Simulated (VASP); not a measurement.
# WS2 (P6_3/mmc) in VASP: single point with PBE

Aim: the single point of WS2 with PBE.

Program: VASP 6.6.1. These are calculated values, not measurements. Logs are shortened: lines on timing, memory, paths and dates and some standing lists are left out, and cuts for length are marked.

## Step 1: The cell of the first run

Symmetry: P6_3/mmc, No. 194, hexagonal system. The conventional cell has a = 3.180 Å, b = 3.180 Å, c = 12.500 Å, α = 90.00°, β = 90.00°, γ = 120.00°. Within 3.2 Å of W (site symmetry -6m2) lie 6 S at 2.45 Å and 6 W at 3.18 Å. S (site symmetry 3m) has 3 W at 2.45 Å and 7 S at 3.18 to 3.25 Å within 3.3 Å.

## Step 2: Single point, PBE, collinear spin, zero start

INCAR reads:

```
PREC = Accurate
ENCUT = 520
EDIFF = 1E-7
ISMEAR = 0
SIGMA = 0.05
LREAL = False
LASPH = True
NELM = 150
ALGO = Normal
ISIF = 2
LWAVE = False
LCHARG = True
ISPIN = 2
MAGMOM = 0 0 0 0 0 0
LORBIT = 11
LMAXMIX = 4
GGA = PE
LELF = True
LVHAR = True
NBANDS = 39
```

KPOINTS reads:

```
regular mesh
0
Gamma
  7 7 2
```

POSCAR reads:

```
WS2
1.0
    3.1799994900      0.0000000000      0.0000000000
   -1.5899997400      2.7539603400      0.0000000000
    0.0000000000      0.0000000000     12.4999993200
W S
2 4
Direct
    0.3333333333      0.6666666667      0.2500000000
    0.6666666667      0.3333333333      0.7500000000
    0.3333333333      0.6666666667      0.6200000000
    0.6666666667      0.3333333333      0.1200000000
    0.3333333333      0.6666666667      0.8800000000
    0.6666666667      0.3333333333      0.3800000000
```

Potentials or basis: VASP PAW PBE potentials, release 64 (W_sv, S).

On the command line:

```bash
> cat potpaw_PBE.64/W_sv/POTCAR potpaw_PBE.64/S/POTCAR > POTCAR
> mpirun -np 1 vasp_std > vasp.out
```

OUTCAR:

```text
PREC = Accurate
   ENCUT = 520
   EDIFF = 1E-7
   ISMEAR = 0
   LREAL = False
   LASPH = True
   NELM = 150
   ISIF = 2
   ISPIN = 2
   LORBIT = 11
   GGA = PE

 ion  position               nearest neighbor table
   1  0.333  0.667  0.250-   4 2.45   6 2.45   4 2.45   6 2.45   4 2.45   6 2.45
   2  0.667  0.333  0.750-   3 2.45   5 2.45   3 2.45   5 2.45   3 2.45   5 2.45
   3  0.333  0.667  0.620-   2 2.45   2 2.45   2 2.45
   4  0.667  0.333  0.120-   1 2.45   1 2.45   1 2.45
   5  0.333  0.667  0.880-   2 2.45   2 2.45   2 2.45
   6  0.667  0.333  0.380-   1 2.45   1 2.45   1 2.45

  LATTYP: Found a hexagonal cell.
 ALAT       =     3.1799994900
 C/A-ratio  =     3.9308180266

  Lattice vectors:

 A1 = (   3.1799994900,   0.0000000000,   0.0000000000)
 A2 = (  -1.5899997400,   2.7539603400,   0.0000000000)
 A3 = (   0.0000000000,   0.0000000000,  12.4999993200)

Analysis of symmetry for initial positions (statically):
=====================================================================
 Subroutine PRICEL returns:
 Original cell was already a primitive cell.

 Routine SETGRP: Setting up the symmetry group for a
 hexagonal supercell.

 Subroutine GETGRP returns: Found 24 space group operations
 (whereof 12 operations were pure point group operations)
 out of a pool of 24 trial point group operations.

The static configuration has the point symmetry D_3d.
 The point group associated with its full space group is D_6h.

Analysis of symmetry for dynamics (positions and initial velocities):
=====================================================================
 Subroutine PRICEL returns:
 Original cell was already a primitive cell.

 Routine SETGRP: Setting up the symmetry group for a
 hexagonal supercell.

 Subroutine GETGRP returns: Found 24 space group operations
 (whereof 12 operations were pure point group operations)
 out of a pool of 24 trial point group operations.

The dynamic configuration has the point symmetry D_3d.
 The point group associated with its full space group is D_6h.

Analysis of structural, dynamic, and magnetic symmetry:
=====================================================================
 Subroutine PRICEL returns:
 Original cell was already a primitive cell.

 Routine SETGRP: Setting up the symmetry group for a
 hexagonal supercell.

 Subroutine GETGRP returns: Found 24 space group operations
 (whereof 12 operations were pure point group operations)
 out of a pool of 24 trial point group operations.

The overall configuration has the point symmetry D_3d.
 The point group associated with its full space group is D_6h.
[... 136 lines left out ...]

 number of electron      52.0000007 magnetization       0.0000000

 number of electron      52.0000006 magnetization      -0.0000000

 Free energy of the ion-electron system (eV)
  ---------------------------------------------------
  ext. energy  EPLUGINS =         0.00000000
  ---------------------------------------------------
  free energy    TOTEN  =       -47.16334919 eV

  energy without entropy =      -47.16334919  energy(sigma->0) =      -47.16334919

 E-fermi :   7.2896     XC(G=0): -10.8542

 val. band max:        6.9585350795   @ k =   0.0000   0.0000   0.0000
 cond. band min:       8.0500233629   @ k =   0.1429   0.1429   0.0000
 fundamental gap:      1.0914882834
 Fermi energy:         7.2896325414

 spin component 1

 k-point     1 :       0.0000    0.0000    0.0000
  band No.  band energies     occupation
      1     -67.5690      1.00000
      2     -67.5690      1.00000
      3     -31.7814      1.00000
      4     -31.7814      1.00000
      5     -31.6181      1.00000
      6     -31.6181      1.00000
[... 645 lines left out ...]
     37      14.1381      0.00000
     38      14.1381      0.00000
 Fermi energy:         7.2896325414

 spin component 2

 k-point     1 :       0.0000    0.0000    0.0000
  band No.  band energies     occupation
      1     -67.5690      1.00000
      2     -67.5690      1.00000
      3     -31.7814      1.00000
      4     -31.7814      1.00000
      5     -31.6181      1.00000
      6     -31.6181      1.00000
[... 645 lines left out ...]
     37      14.1381      0.00000
     38      14.1381      0.00000
 [bands above 38 left out]

------------------------ aborting loop because EDIFF is reached ----------------------------------------

  FORCE on cell =-STRESS in cart. coord.  units (eV):
  Direction    XX          YY          ZZ          XY          YZ          ZX
  --------------------------------------------------------------------------------------
  -------------------------------------------------------------------------------------
  Total       -1.4317222     -1.4317222     -4.7999359     -0.0000000     -0.0000000      0.0000000
  in kB      -20.9543709    -20.9543708    -70.2508042     -0.0000000     -0.0000000      0.0000000
  external PRESSURE =     -37.3865153 kB  Pullay stress =       0.0000000 kB

 VOLUME and BASIS-vectors are now :
 -----------------------------------------------------------------------------
  energy-cutoff  :      520.00
  volume of cell :      109.47
      direct lattice vectors                 reciprocal lattice vectors
     3.179999490  0.000000000  0.000000000     0.314465459  0.181556717  0.000000000
    -1.589999740  2.753960340  0.000000000     0.000000000  0.363113435  0.000000000
     0.000000000  0.000000000 12.499999320     0.000000000  0.000000000  0.080000004

 POSITION                                       TOTAL-FORCE (eV/Angst)
 -----------------------------------------------------------------------------------
      0.00000      1.83597      3.12500        -0.000000      0.000000      0.000000
      1.59000      0.91799      9.37500         0.000000     -0.000000      0.000000
      0.00000      1.83597      7.75000         0.000000      0.000000      1.055889
      1.59000      0.91799      1.50000        -0.000000      0.000000      1.055889
      0.00000      1.83597     11.00000         0.000000     -0.000000     -1.055889
      1.59000      0.91799      4.75000         0.000000      0.000000     -1.055889
 -----------------------------------------------------------------------------------
    total drift:                               -0.000000      0.000000     -0.000000

  FREE ENERGIE OF THE ION-ELECTRON SYSTEM (eV)
  ---------------------------------------------------
  free  energy   TOTEN  =       -47.1633491864 eV

  energy  without entropy=      -47.1633491864  energy(sigma->0) =      -47.16334919

 total charge

# of ion       s       p       d       tot
------------------------------------------
    1        2.311   6.301   3.312  11.924
    2        2.311   6.301   3.312  11.924
    3        1.362   2.335   0.000   3.697
    4        1.362   2.335   0.000   3.697
    5        1.362   2.335   0.000   3.697
    6        1.362   2.335   0.000   3.697
--------------------------------------------------
tot         10.067  21.944   6.624  38.635

 magnetization (x)

# of ion       s       p       d       tot
------------------------------------------
    1       -0.000  -0.000  -0.000  -0.000
    2       -0.000  -0.000  -0.000  -0.000
    3       -0.000   0.000   0.000   0.000
    4       -0.000   0.000   0.000   0.000
    5       -0.000   0.000   0.000   0.000
    6       -0.000   0.000   0.000   0.000
--------------------------------------------------
tot         -0.000   0.000  -0.000  -0.000
```

OSZICAR:

```text
N       E                     dE             d eps       ncg     rms          rms(c)
DAV:   1     0.500827623863E+03    0.50083E+03   -0.27857E+04  2720   0.133E+03
DAV:   2    -0.178024684320E+02   -0.51863E+03   -0.49594E+03  2831   0.375E+02
DAV:   3    -0.493938800673E+02   -0.31591E+02   -0.31004E+02  3116   0.905E+01
DAV:   4    -0.500336825006E+02   -0.63980E+00   -0.63871E+00  2975   0.137E+01
DAV:   5    -0.500456433394E+02   -0.11961E-01   -0.11960E-01  3094   0.199E+00    0.347E+01
DAV:   6    -0.476268567119E+02    0.24188E+01   -0.75151E+00  2830   0.182E+01    0.147E+01
DAV:   7    -0.473787286436E+02    0.24813E+00   -0.25982E+00  2657   0.883E+00    0.682E+00
DAV:   8    -0.471618747459E+02    0.21685E+00   -0.43068E-01  2841   0.461E+00    0.207E+00
DAV:   9    -0.471668792264E+02   -0.50045E-02   -0.64476E-02  3012   0.116E+00    0.121E+00
DAV:  10    -0.471638791899E+02    0.30000E-02   -0.23820E-02  2931   0.952E-01    0.375E-01
DAV:  11    -0.471633711974E+02    0.50799E-03   -0.42765E-03  2811   0.367E-01    0.232E-01
DAV:  12    -0.471633261976E+02    0.45000E-04   -0.18914E-04  2968   0.719E-02    0.837E-02
DAV:  13    -0.471633470770E+02   -0.20879E-04   -0.38753E-05  2832   0.333E-02    0.414E-02
DAV:  14    -0.471633492632E+02   -0.21862E-05   -0.94541E-06  3169   0.156E-02    0.247E-02
DAV:  15    -0.471633491864E+02    0.76835E-07   -0.96779E-07  2969   0.528E-03
   1 F= -.47163349E+02 E0= -.47163349E+02  d E =-.260146E-22  mag=    -0.0000
```

stdout:

```text
POSCAR found type information on POSCAR W S
 POSCAR found :  2 types and       6 ions
 scaLAPACK will be used
 LDA part: xc-table for (Slater+PW92), standard interpolation
 POSCAR, INCAR and KPOINTS ok, starting setup
 FFT: planning ... GRIDC
 FFT: planning ... GRID_SOFT
 FFT: planning ... GRID
 WAVECAR not read
 entering main loop
```

Run time: 3.9 min. Hardware: 1 thread of AMD EPYC 7R13, shared host; peak memory 0.28 GiB.

What came out:

| Item | Value |
| --- | --- |
| Free energy | -47.1633 eV |
| Pressure | -3.7 GPa |
| Largest force | 1.056 eV/Å |
| Band gap on the k mesh | 1.09 eV (least direct gap 2.27 eV) |
| Net moment | 0.00 μB per cell |
| Valence electrons inside the program's atomic spheres | W 11.92; S 3.70 |

Forces on the atoms (eV/Å):
```
W    0.000  0.000  0.000
W    0.000  0.000  0.000
S    0.000  0.000  1.056
S    0.000  0.000  1.056
S    0.000  0.000 -1.056
S    0.000  0.000 -1.056
```

Levels at points of the mesh, in eV from the valence-band top:
Spin up:
| k point | band 23 | band 24 | band 25 | band 26 | band 27 | band 28 | band 29 | band 30 |
| --- | --- | --- | --- | --- | --- | --- | --- | --- |
| (0.00, 0.00, 0.00) | -1.79 | -1.41 | -1.13 | 0.00 | 2.32 | 2.32 | 2.40 | 2.40 |
| (0.00, 0.00, 0.50) | -1.82 | -1.82 | -0.29 | -0.29 | 2.36 | 2.36 | 2.36 | 2.36 |
Spin down:
```csv
k point,band 24,band 25,band 26,band 27,band 28,band 29
"(0.00, 0.00, 0.00)",-1.41,-1.13,0.00,2.32,2.32,2.40
"(0.00, 0.00, 0.50)",-1.82,-0.29,-0.29,2.36,2.36,2.36
```

Caveat: the cell stands under tension; spin-orbit coupling is left out, which moves the levels of the heavy elements; an odd mesh through Γ misses points on the zone boundary, where band edges can lie; this functional lacks dispersion, which binds the layers, so the pressure and a relaxed spacing across them are unreliable; forces of over 1 eV/Å act on the atoms, so gaps and moduli don't describe the material at rest.
